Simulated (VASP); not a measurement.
# C in VASP: a series of runs, part 2 of 2

VASP 6.6.1.

## Step 3: Single point, LDA

The input, INCAR:

```
PREC = Accurate ; ENCUT = 520
EDIFF = 1E-6 ; ISMEAR = 0
SIGMA = 0.1 ; LREAL = False
LASPH = True ; NELM = 120
ALGO = Normal ; ISIF = 2
LWAVE = False ; LCHARG = False
LDIPOL = True ; IDIPOL = 3
DIPOL = 0.5 0.5 0.500 ; NBANDS = 11
GGA_COMPAT = False ; NELMDL = -8
```

The input, KPOINTS:

```
regular mesh
0
Gamma
  21 21 1
```

The input, POSCAR:

```
C
1.0
    2.2000000000      0.0000000000      0.0000000000
   -1.1000000000      1.9052558883      0.0000000000
    0.0000000000      0.0000000000     28.0000000000
C
2
Direct
    0.3333333333      0.6666666667      0.5153035714
    0.6666666667      0.3333333333      0.4846964286
```

Potentials or basis: VASP PAW LDA potentials, release 64 (C).

On the command line:

```console
$ cat potpaw_LDA.64/C/POTCAR > POTCAR
$ mpirun -np 1 vasp_std > vasp.out
```

OUTCAR:

```text
PREC = Accurate
   ENCUT = 520
   EDIFF = 1E-6
   ISMEAR = 0
   LREAL = False
   LASPH = True
   NELM = 120
   ISIF = 2
   NELMDL = -8

 ion  position               nearest neighbor table
   1  0.333  0.667  0.515-   2 1.53   2 1.53   2 1.53
   2  0.667  0.333  0.485-   1 1.53   1 1.53   1 1.53

  LATTYP: Found a hexagonal cell.
 ALAT       =     2.2000000000
 C/A-ratio  =    12.7272727273

  Lattice vectors:

 A1 = (   2.2000000000,   0.0000000000,   0.0000000000)
 A2 = (  -1.1000000000,   1.9052558883,   0.0000000000)
 A3 = (   0.0000000000,   0.0000000000,  28.0000000000)

Analysis of symmetry for initial positions (statically):
=====================================================================
 Subroutine PRICEL returns:
 Original cell was already a primitive cell.

 Routine SETGRP: Setting up the symmetry group for a
 hexagonal supercell.

 Subroutine GETGRP returns: Found 12 space group operations
 (whereof 12 operations were pure point group operations)
 out of a pool of 24 trial point group operations.

The static configuration has the point symmetry D_3d.

Analysis of symmetry for dynamics (positions and initial velocities):
=====================================================================
 Subroutine PRICEL returns:
 Original cell was already a primitive cell.

 Routine SETGRP: Setting up the symmetry group for a
 hexagonal supercell.

 Subroutine GETGRP returns: Found 12 space group operations
 (whereof 12 operations were pure point group operations)
 out of a pool of 24 trial point group operations.

The dynamic configuration has the point symmetry D_3d.

 Subroutine INISYM returns: Found 12 space group operations
 (whereof 12 operations are pure point group operations),
 and found     1 'primitive' translations

----------------------------------------------------------------------------------------

                                     Primitive cell

  volume of cell :     117.3638

  direct lattice vectors                    reciprocal lattice vectors
[... 120 lines left out ...]
  energy-cutoff  :      520.00
  volume of cell :      117.36
 maximum number of plane-waves:      3202
   NGX =  9   NGY =  9   NGZ =105

 number of electron       8.0000001 magnetization

 dipolmoment           0.000000      0.000000     -0.000000 electrons x Angstroem

 Free energy of the ion-electron system (eV)
  ---------------------------------------------------
  ext. energy  EPLUGINS =         0.00000000
  ---------------------------------------------------
  free energy    TOTEN  =       -13.59523442 eV

  energy without entropy =      -13.59085075  energy(sigma->0) =      -13.59304258

 E-fermi :  -4.7199     XC(G=0):  -1.9961

 val. band max:       -4.7448570159   @ k =   0.3333   0.3333   0.0000
 cond. band min:      -4.7010508154   @ k =   0.4286   0.0476   0.0000
 fundamental gap:      0.0438062004
 Fermi energy:        -4.7199314840

 k-point     1 :       0.0000    0.0000    0.0000
  band No.  band energies     occupation
      1     -25.2037      2.00000
      2     -13.6201      2.00000
      3      -6.4129      2.00000
      4      -1.6727      0.00000
      5      -1.6727      0.00000
      6       0.8051      0.00000
      7       1.2933      0.00000
      8       1.6275      0.00000
      9       1.8471      0.00000
     10       2.4992      0.00000
     11       2.8255      0.00000
[... 309 lines left out ...]
 k-point    24 :       0.1905    0.0952    0.0000
  band No.  band energies     occupation
      1     -23.1845      2.00000
      2     -11.7405      2.00000
      3      -7.6294      2.00000
      4      -5.4221      2.00000
      5      -4.6377      0.24470
      6       3.3920      0.00000
      7       3.5648      0.00000
      8       4.1855      0.00000
      9       4.4714      0.00000
     10       4.6298      0.00000
     11       5.2125      0.00000

 [... further k-points ...]

------------------------ aborting loop because EDIFF is reached ----------------------------------------

 vacuum level on the upper side and lower side of the slab       (xc-potential included)        -0.010        -0.010

  FORCE on cell =-STRESS in cart. coord.  units (eV):
  Direction    XX          YY          ZZ          XY          YZ          ZX
  --------------------------------------------------------------------------------------
  -------------------------------------------------------------------------------------
  Total        6.2466862      6.2466862     -5.7524647     -0.0000000      0.0000000      0.0000000
  in kB       85.2758874     85.2758874    -78.5290819     -0.0000000      0.0000000      0.0000000
  external PRESSURE =      30.6742310 kB  Pullay stress =       0.0000000 kB

 VOLUME and BASIS-vectors are now :
 -----------------------------------------------------------------------------
  energy-cutoff  :      520.00
  volume of cell :      117.36
      direct lattice vectors                 reciprocal lattice vectors
     2.200000000  0.000000000  0.000000000     0.454545455  0.262431941  0.000000000
    -1.100000000  1.905255888  0.000000000     0.000000000  0.524863881  0.000000000
     0.000000000  0.000000000 28.000000000     0.000000000  0.000000000  0.035714286

 POSITION                                       TOTAL-FORCE (eV/Angst)
 -----------------------------------------------------------------------------------
     -0.00000      1.27017     14.42850        -0.000000     -0.000000     -6.691035
      1.10000      0.63509     13.57150         0.000000      0.000000      6.691035
 -----------------------------------------------------------------------------------
    total drift:                                0.000000      0.000000      0.000000

  FREE ENERGIE OF THE ION-ELECTRON SYSTEM (eV)
  ---------------------------------------------------
  free  energy   TOTEN  =       -13.5952344156 eV

  energy  without entropy=      -13.5908507492  energy(sigma->0) =      -13.59304258

 vacuum level on the upper side and lower side of the slab         1.530         1.530
```

OSZICAR:

```text
N       E                     dE             d eps       ncg     rms          rms(c)
DAV:   1     0.521487514876E+02    0.52149E+02   -0.34139E+03  1080   0.532E+02
DAV:   2    -0.107001558052E+02   -0.62849E+02   -0.51453E+02  1721   0.106E+02
DAV:   3    -0.142639389846E+02   -0.35638E+01   -0.35154E+01  1601   0.340E+01
[... 14 lines left out ...]
DAV:  18    -0.135952070031E+02   -0.65069E-04   -0.62389E-06  1298   0.545E-03    0.912E-04
DAV:  19    -0.135952122375E+02   -0.52345E-05   -0.10866E-07  1531   0.142E-03    0.537E-04
DAV:  20    -0.135952310519E+02   -0.18814E-04   -0.23158E-06  1316   0.213E-03    0.311E-04
DAV:  21    -0.135952335015E+02   -0.24496E-05   -0.21634E-08  1417   0.504E-04    0.138E-04
DAV:  22    -0.135952344156E+02   -0.91410E-06   -0.11386E-08  1260   0.299E-04
   1 F= -.13595234E+02 E0= -.13593043E+02  d E =-.438367E-02
```

It took 98 s on 1 thread of Intel Xeon 8259CL, shared host; peak memory 0.2 GiB.

Results:

* Free energy: -13.5952 eV
* Largest force: 6.691 eV/Å
* Band gap on the k mesh: zero (bands 4 and 5 overlap by 3.54 eV)

Forces on the atoms (eV/Å):
```
C    0.000  0.000 -6.691
C    0.000  0.000  6.691
```

Levels at points of the mesh, in eV from the Fermi level:
| k point | band 1 | band 2 | band 3 | band 4 | band 5 | band 6 | band 7 | band 8 |
| --- | --- | --- | --- | --- | --- | --- | --- | --- |
| (0.00, 0.00, 0.00) | -20.48 | -8.90 | -1.69 | 3.05 | 3.05 | 5.53 | 6.01 | 6.35 |

## Step 4: Single point, LDA

INCAR is that of step 3.

The input, KPOINTS:

```
Automatic mesh
0
Gamma
  21 21 1
```

The input, POSCAR:

```
C
1.0
    2.2000000000      0.0000000000      0.0000000000
   -1.1000000000      1.9052558883      0.0000000000
    0.0000000000      0.0000000000     28.0000000000
C
2
Direct
    0.3333333333      0.6666666667      0.5025535714
    0.6666666667      0.3333333333      0.4974464286
```

On the command line:

```console
$ cat potpaw_LDA.64/C/POTCAR > POTCAR
$ mpirun -np 1 vasp_std > vasp.out
```

Wall time 99 s (1 thread of Intel Xeon 8259CL, shared host); peak memory 0.2 GiB.

Results (log left out):

```yaml
Free_energy: -18.1880 eV
Largest_force: 1.822 eV/Å
Band_gap_on_the_k_mesh: zero (filled and empty bands touch)
```

Forces in eV/Å, atoms in the order of the input:
```
C    0.000  0.000 -1.822
C    0.000  0.000  1.822
```

Levels at points of the mesh, in eV from the Fermi level:
```tsv
k point	band 1	band 2	band 3	band 4	band 5	band 6	band 7	band 8	band 9
(0.00, 0.00, 0.00)	-22.11	-10.15	-2.46	-2.46	2.08	3.23	3.46	3.84	4.05
```

## Step 5: Single point, LDA

The input, INCAR:

```
PREC = Accurate
ENCUT = 520
EDIFF = 1E-6
ISMEAR = 0
SIGMA = 0.1
LREAL = F
LASPH = T
NELM = 120
ALGO = Normal
ISIF = 2
LWAVE = F
LCHARG = F
LDIPOL = T
IDIPOL = 3
DIPOL = 0.5 0.5 0.500
NBANDS = 11
GGA_COMPAT = F
NELMDL = -8
```

KPOINTS is that of step 4.

The input, POSCAR:

```
C
1.0
    2.2000000000      0.0000000000      0.0000000000
   -1.1000000000      1.9052558883      0.0000000000
    0.0000000000      0.0000000000     28.0000000000
C
2
Direct
    0.3333333333      0.6666666667      0.5076607143
    0.6666666667      0.3333333333      0.4923392857
```

On the command line:

```console
$ cat potpaw_LDA.64/C/POTCAR > POTCAR
$ mpirun -np 1 vasp_std > vasp.out
```

Wall time 1.9 min (1 thread of Intel Xeon 8259CL, shared host); peak memory 0.2 GiB.

Results (log left out):

```
Free energy            : -16.9906 eV
Largest force          : 6.955 eV/Å
Band gap on the k mesh : zero (filled and empty bands touch)
```

Forces in eV/Å, atoms in the order of the input:
```
C    0.000  0.000 -6.955
C    0.000  0.000  6.955
```

Levels at points of the mesh, in eV from the Fermi level:
| k point | band 1 | band 2 | band 3 | band 4 | band 5 | band 6 | band 7 | band 8 | band 9 |
| --- | --- | --- | --- | --- | --- | --- | --- | --- | --- |
| (0.00, 0.00, 0.00) | -21.60 | -9.58 | -0.46 | -0.46 | 0.84 | 3.38 | 3.63 | 4.03 | 4.10 |

## Step 6: Single point, LDA

The input, INCAR:

```
  ALGO = Normal
  DIPOL = 0.5 0.5 0.500
  EDIFF = 1E-6
  ENCUT = 520
  GGA = CA
  GGA_COMPAT = False
  IDIPOL = 3
  ISIF = 2
  ISMEAR = 0
  LASPH = True
  LCHARG = False
  LDIPOL = True
  LREAL = False
  LWAVE = False
  NBANDS = 11
  NELM = 120
  NELMDL = -8
  PREC = Accurate
  SIGMA = 0.1
```

The input, KPOINTS:

```
k-points
0
Gamma
  21 21 1
```

The input, POSCAR:

```
C
1.0
    2.2000000000      0.0000000000      0.0000000000
   -1.1000000000      1.9052558883      0.0000000000
    0.0000000000      0.0000000000     28.0000000000
C
2
Direct
    0.3333333333      0.6666666667      0.5178571429
    0.6666666667      0.3333333333      0.4821428571
```

Potentials or basis: VASP PAW LDA potentials, release 64 (C).

On the command line:

```console
$ cat potpaw_LDA.64/C/POTCAR > POTCAR
$ mpirun -np 1 vasp_std > vasp.out
```

Run time: 93 s. Hardware: 1 thread of Intel Xeon 8259CL, shared host; peak memory 0.2 GiB.

The run converged. Its results:

```yaml
Free_energy: -12.7525 eV
Largest_force: 5.108 eV/Å
Band_gap_on_the_k_mesh: zero (bands 4 and 5 overlap by 4.78 eV)
```

Forces in eV/Å, atoms in the order of the input:
```
C    0.000  0.000 -5.108
C    0.000  0.000  5.108
```

Levels at points of the mesh, in eV from the Fermi level:
```
           k point  band 1  band 2  band 3  band 4  band 5  band 6  band 7  band 8
(0.00, 0.00, 0.00)  -20.04   -9.02   -2.42    3.99    3.99    5.98    6.46    6.80
```

## Step 7: Summary

```csv
cell,gap on the mesh (eV),largest force (eV/Å)
"as given, atomic positions A",none,8.71
"as given, atomic positions B",none,6.69
"as given, atomic positions C",none,1.82
"as given, atomic positions D",none,6.95
"as given, atomic positions E",none,5.11
```

Alike in all rows: task single point; level LDA; potentials or basis VASP PAW LDA potentials, release 64 (C); no spin polarisation; k mesh 21 × 21 × 1; cutoff (eV) 520; smearing gaussian 0.1 eV.

Total energies depend on the potentials used, so only differences within one code and one set of settings carry meaning.
